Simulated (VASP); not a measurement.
# Ge (Cmmm) in VASP: a series of runs, part 2 of 2

VASP 6.6.1. Earlier steps stand in the parts before.

### Step 3. Single point, PBEsol (strain -0.0150 x Voigt [0, 1, 0, 0, 0, 0])

The input, INCAR:

```
PREC     = Accurate       # precision mode
ENCUT    = 520            # plane-wave cutoff, eV
EDIFF    = 1E-7           # SCF threshold, eV
ISMEAR   = 0              # smearing method
SIGMA    = 0.15           # smearing width, eV
LREAL    = False          # projectors in reciprocal space
LASPH    = True           # aspherical terms in the spheres
NELM     = 80             # most SCF steps
ALGO     = Normal         # electronic algorithm
ISIF     = 2              # what is computed and relaxed
LWAVE    = False          # write WAVECAR
LCHARG   = False          # write CHGCAR
GGA      = PS             # functional
NBANDS   = 13             # bands
```

The input, KPOINTS:

```
Automatic mesh
0
Gamma
  20 20 18
```

The input, POSCAR:

```
Ge
1.0
    1.3971490000     -2.5615082600      0.0000000000
    1.3971490000      2.5615082600      0.0000000000
    0.0000000000      0.0000000000      2.6982310000
Ge
1
Direct
    0.5000000000      0.5000000000      0.0000000000
```

Potentials or basis: VASP PAW PBE potentials, release 64 (Ge_d).

Launch:

```console
> cat potpaw_PBE.64/Ge_d/POTCAR > POTCAR
> mpirun -np 1 vasp_std > vasp.out
```

OUTCAR:

```text
PREC = Accurate
   ENCUT = 520
   EDIFF = 1E-7
   ISMEAR = 0
   LREAL = False
   LASPH = True
   NELM = 80
   ISIF = 2
   GGA = PS

 ion  position               nearest neighbor table
   1  0.500  0.500  0.000-

  LATTYP: Found a base centered orthorhombic cell.
 ALAT       =     2.7942980000
 B/A-ratio  =     1.8333823093
 C/A-ratio  =     0.9656203454

  Lattice vectors:

 A1 = (   1.3971490000,  -2.5615082600,   0.0000000000)
 A2 = (   1.3971490000,   2.5615082600,   0.0000000000)
 A3 = (   0.0000000000,   0.0000000000,   2.6982310000)

Analysis of symmetry for initial positions (statically):
=====================================================================
 Subroutine PRICEL returns:
 Original cell was already a primitive cell.

 Routine SETGRP: Setting up the symmetry group for a
 base centered orthorhombic supercell.

 Subroutine GETGRP returns: Found  8 space group operations
 (whereof  8 operations were pure point group operations)
 out of a pool of  8 trial point group operations.

The static configuration has the point symmetry D_2h.

Analysis of symmetry for dynamics (positions and initial velocities):
=====================================================================
 Subroutine PRICEL returns:
 Original cell was already a primitive cell.

 Routine SETGRP: Setting up the symmetry group for a
 base centered orthorhombic supercell.

 Subroutine GETGRP returns: Found  8 space group operations
 (whereof  8 operations were pure point group operations)
 out of a pool of  8 trial point group operations.

The dynamic configuration has the point symmetry D_2h.

 Subroutine INISYM returns: Found  8 space group operations
 (whereof  8 operations are pure point group operations),
 and found     1 'primitive' translations

----------------------------------------------------------------------------------------

                                     Primitive cell

  volume of cell :      19.3129

  direct lattice vectors                    reciprocal lattice vectors
     1.397149000 -2.561508260  0.000000000     0.357871637 -0.195197497  0.000000000
     1.397149000  2.561508260  0.000000000     0.357871637  0.195197497  0.000000000
     0.000000000  0.000000000  2.698231000     0.000000000  0.000000000  0.370613191

  length of vectors
     2.917764537  2.917764537  2.698231000     0.407644663  0.407644663  0.370613191

  position of ions in fractional coordinates (direct lattice)
     0.500000000  0.500000000  0.000000000

  ion indices of the primitive-cell ions
   primitive index   ion index
                 1           1

----------------------------------------------------------------------------------------

 KPOINTS: Automatic mesh

Automatic generation of k-mesh.
 Grid dimensions read from file:
 generate k-points for:   20   20   18

 Generating k-lattice:

  Cartesian coordinates                     Fractional coordinates (reciprocal lattice)
     0.017893582 -0.009759875  0.000000000     0.050000000  0.000000000  0.000000000
     0.017893582  0.009759875  0.000000000     0.000000000  0.050000000  0.000000000
     0.000000000  0.000000000  0.020589622     0.000000000  0.000000000  0.055555556

  Length of vectors
     0.020382233  0.020382233  0.020589622

  Shift w.r.t. Gamma in fractional coordinates (k-lattice)
     0.000000000  0.000000000  0.000000000

 Subroutine IBZKPT returns following result:
 ===========================================

 Found   1110 irreducible k-points:

 Following reciprocal coordinates:
            Coordinates               Weight
  0.000000  0.000000  0.000000      1.000000
  0.050000  0.000000  0.000000      4.000000
  0.100000  0.000000  0.000000      4.000000
  0.150000  0.000000  0.000000      4.000000
  0.200000  0.000000  0.000000      4.000000
  0.250000  0.000000  0.000000      4.000000
[... 16 lines left out ...]
 -0.400000  0.050000  0.000000      4.000000
 -0.350000  0.050000  0.000000      4.000000
 [... further k-points ...]
   k-points           NKPTS =   1110   k-points in BZ     NKDIM =   1110   number of bands    NBANDS=     13
   number of dos      NEDOS =    301   number of ions     NIONS =      1
   total plane-waves  NPLWV =  11520
   dimension x,y,z NGX =    24 NGY =   24 NGZ =   20
   dimension x,y,z NGXF=    48 NGYF=   48 NGZF=   40
   ions per type =               1
   NGX,Y,Z   is equivalent  to a cutoff of  13.67, 13.67, 12.32 a.u.
   NGXF,Y,Z  is equivalent  to a cutoff of  27.35, 27.35, 24.65 a.u.
 SYSTEM =  unknown system
   PREC   = accura    normal or accurate (medium, high low for compatibility)
   ISTART =      0    job   : 0-new  1-cont  2-samecut
   ICHARG =      2    charge: 1-file 2-atom 10-const
   ISPIN  =      1    spin polarized calculation?
   LNONCOLLINEAR =      F non collinear calculations
   LSORBIT =      F    spin-orbit coupling
   LASPH  =      T    aspherical Exc in radial PAW
   ENCUT  =  520.0 eV  38.22 Ry    6.18 a.u.   5.43  5.43  5.02*2*pi/ulx,y,z
   NELM   =     80;   NELMIN=  2; NELMDL= -5     # of ELM steps
   EDIFF  = 0.1E-06   stopping-criterion for ELM
   LREAL  =      F    real-space projection
   EDIFFG = 0.1E-05   stopping-criterion for IOM
   NSW    =      0    number of steps for IOM
   IBRION =     -1    ionic relax: 0-MD 1-quasi-New 2-CG
   NFREE  =      0    steps in history (QN), initial steepest desc. (CG)
   ISIF   =      2    stress and relaxation
   ISYM   =      2    0-nonsym 1-usesym 2-fastsym
   POTIM  = 0.5000    time-step for ionic-motion
   TEBEG  =    0.0;   TEEND  =   0.0 temperature during run
   PSTRESS=    0.0 pullay stress
   NELECT =      14.0000    total number of electrons
   NUPDOWN=      -1.0000    fix difference up-down
   EMIN   =  10.00;   EMAX   =-10.00  energy-range for DOS
   EFERMI =   0.00;   METHOD = LEGACY
   ISMEAR =     0;   SIGMA  =   0.15  broadening in eV -4-tet -1-fermi 0-gaus
   EFERMI_NEDOS =   21; number of points for ismear=-14 and -15
   IALGO  =     38    algorithm
   IMIX   =      4    mixing-type and parameters
     AMIX     =   0.40;   BMIX     =  1.00
     AMIX_MAG =   1.60;   BMIX_MAG =  1.00
  volume/ion in A,a.u.               =      19.31       130.33
  Fermi-wavevector in a.u.,A,eV,Ry     =   1.470624  2.779076 29.425794  2.162735
  Thomas-Fermi vector in A             =   2.585858
   LORBIT       =      0    0 simple, 1 ext, 2 COOP (PROOUT), +10 PAW based schemes
   GGA     = PS    functional components
   LHFCALC =     F    Hartree Fock is set to
   AEXX    =    0.0000 exact exchange contribution
   IVDW    =     0    specifies the selected vdW correction
   LEPSILON=     F    determine dielectric tensor
   LRPA    =     F    only Hartree local field effects (RPA)
 non-spin polarized calculation
 Gauss-broadening in eV      SIGMA  =   0.15
  energy-cutoff  :      520.00
  volume of cell :       19.31
 maximum number of plane-waves:       534
 NGX is ok and might be reduce to    24
   NGX = 11   NGY = 11   NGZ = 11

 number of electron      13.9999994 magnetization

 Free energy of the ion-electron system (eV)
  ---------------------------------------------------
  ext. energy  EPLUGINS =         0.00000000
  ---------------------------------------------------
  free energy    TOTEN  =        -4.74238832 eV

  energy without entropy =       -4.73748851  energy(sigma->0) =       -4.73993841

 E-fermi :   6.2525     XC(G=0): -11.2633

 val. band max:        6.2474654350   @ k =   0.3500   0.0500   0.3889
 cond. band min:       6.2581278393   @ k =   0.4000   0.3000   0.3889
 fundamental gap:      0.0106624043
 Fermi energy:         6.2524677325

 k-point     1 :       0.0000    0.0000    0.0000
  band No.  band energies     occupation
      1     -18.4334      2.00000
      2     -18.3660      2.00000
      3     -18.3233      2.00000
      4     -18.2109      2.00000
      5     -18.1977      2.00000
      6      -6.7575      2.00000
      7      12.7767      0.00000
      8      13.7810      0.00000
      9      14.9618      0.00000
     10      16.3622      0.00000
     11      19.1869      0.00000
     12      21.1917      0.00000
     13      21.2135      0.00000
[... 353 lines left out ...]
 k-point    24 :      -0.3500    0.0500    0.0000
  band No.  band energies     occupation
      1     -18.4027      2.00000
      2     -18.3360      2.00000
      3     -18.2579      2.00000
      4     -18.2404      2.00000
      5     -18.2180      2.00000
      6      -4.1847      2.00000
      7       4.9624      2.00000
      8       9.8317      0.00000
      9      15.1127      0.00000
     10      15.5568      0.00000
     11      19.4672      0.00000
     12      26.0195      0.00000
     13      26.6897      0.00000

 [... further k-points ...]

------------------------ aborting loop because EDIFF is reached ----------------------------------------

  FORCE on cell =-STRESS in cart. coord.  units (eV):
  Direction    XX          YY          ZZ          XY          YZ          ZX
  --------------------------------------------------------------------------------------
  -------------------------------------------------------------------------------------
  Total       -0.2889307     -0.4054036     -0.5179387     -0.0000000      0.0000000      0.0000000
  in kB      -23.9693716    -33.6318345    -42.9676279     -0.0000000      0.0000000      0.0000000
  external PRESSURE =     -33.5229447 kB  Pullay stress =       0.0000000 kB

 VOLUME and BASIS-vectors are now :
 -----------------------------------------------------------------------------
  energy-cutoff  :      520.00
  volume of cell :       19.31
      direct lattice vectors                 reciprocal lattice vectors
     1.397149000 -2.561508260  0.000000000     0.357871637 -0.195197497  0.000000000
     1.397149000  2.561508260  0.000000000     0.357871637  0.195197497  0.000000000
     0.000000000  0.000000000  2.698231000     0.000000000  0.000000000  0.370613191

 POSITION                                       TOTAL-FORCE (eV/Angst)
 -----------------------------------------------------------------------------------
      1.39715      0.00000      0.00000         0.000000     -0.000000      0.000000
 -----------------------------------------------------------------------------------
    total drift:                               -0.000000     -0.000000     -0.000000

  FREE ENERGIE OF THE ION-ELECTRON SYSTEM (eV)
  ---------------------------------------------------
  free  energy   TOTEN  =        -4.7423883202 eV

  energy  without entropy=       -4.7374885071  energy(sigma->0) =       -4.73993841
```

Wall time 49 s (1 thread of Intel Xeon 6975P-C (Granite Rapids), shared host); peak memory 0.35 GiB.

What came out:

```
Free energy            : -4.7424 eV
Pressure               : -3.4 GPa
Band gap on the k mesh : zero (bands 7 and 8 overlap by 9.63 eV)
```

Stress tensor (GPa, compression positive):
```
-2.40  0.00  0.00
 0.00 -3.36  0.00
 0.00  0.00 -4.30
```

Caveat: the cell differs from its parent crystal (strain -0.0150 x Voigt [0, 1, 0, 0, 0, 0]); the cell stands under tension; the PAW data sets were made with another functional, which shifts forces and pressure a little.

### Step 4. Single point, PBEsol (strain -0.0100 x Voigt [0, 1, 0, 0, 0, 0])

The input, INCAR:

```
SYSTEM = Ge
PREC     = Accurate       ! precision mode
ENCUT    = 520            ! plane-wave cutoff, eV
EDIFF    = 1E-6           ! SCF threshold, eV
ISMEAR   = 0              ! smearing method
SIGMA    = 0.15           ! smearing width, eV
LREAL    = .FALSE.        ! projectors in reciprocal space
LASPH    = .TRUE.         ! aspherical terms in the spheres
NELM     = 80             ! most SCF steps
ALGO     = Normal         ! electronic algorithm
ISIF     = 2              ! what is computed and relaxed
LWAVE    = .FALSE.        ! write WAVECAR
LCHARG   = .FALSE.        ! write CHGCAR
GGA      = PS             ! functional
NBANDS   = 13             ! bands
```

The input, KPOINTS:

```
Automatic mesh
0
G
  20 20 18
  0 0 0
```

The input, POSCAR:

```
Ge
1.0
    1.3971490000     -2.5745108400      0.0000000000
    1.3971490000      2.5745108400      0.0000000000
    0.0000000000      0.0000000000      2.6982310000
Ge
1
Direct
    0.5000000000      0.5000000000      0.0000000000
```

Launch:

```console
> cat potpaw_PBE.64/Ge_d/POTCAR > POTCAR
> mpirun -np 1 vasp_std > vasp.out
```

Run time: 49 s. Hardware: 1 thread of Intel Xeon 6975P-C (Granite Rapids), shared host; peak memory 0.35 GiB.

Results (log left out):

```
Free energy            : -4.7403 eV
Pressure               : -3.6 GPa
Band gap on the k mesh : zero (bands 7 and 8 overlap by 9.66 eV)
```

Stress tensor (GPa, compression positive):
```
-2.75  0.00  0.00
 0.00 -3.91  0.00
 0.00  0.00 -4.25
```

Levels at points of the mesh, in eV from the Fermi level:
```tsv
k point	band 3	band 4	band 5	band 6	band 7	band 8	band 9	band 10	band 11	band 12
(0.00, 0.00, 0.00)	-24.57	-24.46	-24.45	-12.97	6.56	7.39	8.68	10.13	12.77	14.91
(0.50, 0.00, 0.00)	-24.51	-24.47	-24.47	-7.85	-5.38	3.56	7.58	10.48	16.34	16.51
(0.50, 0.50, 0.00)	-24.51	-24.48	-24.46	-8.60	-5.58	5.11	9.05	9.90	15.83	16.07
(0.00, 0.00, 0.50)	-24.53	-24.52	-24.49	-9.20	-5.78	10.21	11.50	16.26	16.31	17.56
(0.50, 0.00, 0.50)	-24.55	-24.47	-24.38	-3.70	-2.33	-1.64	3.55	6.43	11.76	13.30
(0.50, 0.50, 0.50)	-24.53	-24.47	-24.39	-4.54	-2.47	-2.21	3.21	7.99	13.34	14.71
```

Caveat: the cell differs from its parent crystal (strain -0.0100 x Voigt [0, 1, 0, 0, 0, 0]); the cell stands under tension; the PAW data sets were made with another functional, which shifts forces and pressure a little.

### Step 5. Summary

| cell | gap on the mesh (eV) | pressure (GPa) |
| --- | --- | --- |
| a = 2.906, b = 2.906, c = 2.698 Å, angles 90.0, 90.0, 122.5°, 1 atom | none | -3.0 |
| a = 2.918, b = 2.918, c = 2.698 Å, angles 90.0, 90.0, 122.8°, 1 atom | none | -3.4 |
| a = 2.929, b = 2.929, c = 2.698 Å, angles 90.0, 90.0, 123.0°, 1 atom | none | -3.6 |

Alike in all rows: task single point; level PBEsol; potentials or basis VASP PAW PBE potentials, release 64 (Ge_d); no spin polarisation; k mesh 20 × 20 × 18; cutoff (eV) 520; smearing gaussian 0.15 eV.

Caveats: the cell stands under tension; the PAW data sets were made with another functional, which shifts forces and pressure a little.

Absolute energies hang on the potentials; compare differences alone.
